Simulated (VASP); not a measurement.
Write the native input for VASP 6.6.1 that does the following.

* Task: single point
* Functional: PBEsol
* Potentials or basis: VASP PAW PBE potentials, release 64 (Cu, Te, Pb_d)
* Cutoff: 600 eV
* k mesh: 6 × 6 × 6
* Occupations: fermi-dirac, width 0.03 eV
* Spin: no spin polarisation
* Dipole correction: no
* Further INCAR settings: ALGO = Normal; EDIFF = 1e-06; NBANDS = 32

The structure of Cu2Te2Pb lies in POSCAR:

```
Cu2Te2Pb
1.0
   -1.8297108983      4.6323256386      3.3407381617
    1.8297108983     -4.6323256386      3.3407381617
    1.8297108983      4.6323256386     -3.3407381617
Cu Te Pb
2 2 1
Direct
    0.3231033381      0.8231033381      0.5000000000
    0.6768966619      0.1768966619      0.5000000000
    0.6777534527      0.5000000000      0.1777534527
    0.3222465473      0.5000000000      0.8222465473
    0.0000000000      0.0000000000      0.0000000000
```

The input as run:

INCAR

```
SYSTEM = Cu2Te2Pb
ALGO = Normal
EDIFF = 1E-6
ENCUT = 600
GGA = PS
GGA_COMPAT = .False.
ISIF = 2
ISMEAR = -1
LASPH = .True.
LCHARG = .False.
LREAL = .False.
LWAVE = .False.
NBANDS = 32
NELM = 120
PREC = Accurate
SIGMA = 0.03
```

KPOINTS

```
k-points
0
Gamma
  6 6 6
  0 0 0
```

Potentials or basis: VASP PAW PBE potentials, release 64 (Cu, Te, Pb_d).

The run is started by

```sh
$ cat potpaw_PBE.64/Cu/POTCAR potpaw_PBE.64/Te/POTCAR potpaw_PBE.64/Pb_d/POTCAR > POTCAR
$ mpirun -np 1 vasp_std > vasp.out
```

Results of the run:

```json
{"Pressure": "-0.2 GPa", "Largest force": "0.025 eV/Å", "Band gap on the k mesh": "zero (bands 24 and 25 overlap by 1.98 eV)"}
```

Caveat: the PAW data sets were made with another functional, which shifts forces and pressure a little; spin-orbit coupling is left out, which moves the levels of the heavy elements.

Wall time 8 min on 1 thread of Intel Xeon 8259CL, with other jobs on the host, peak memory 0.45 GiB.
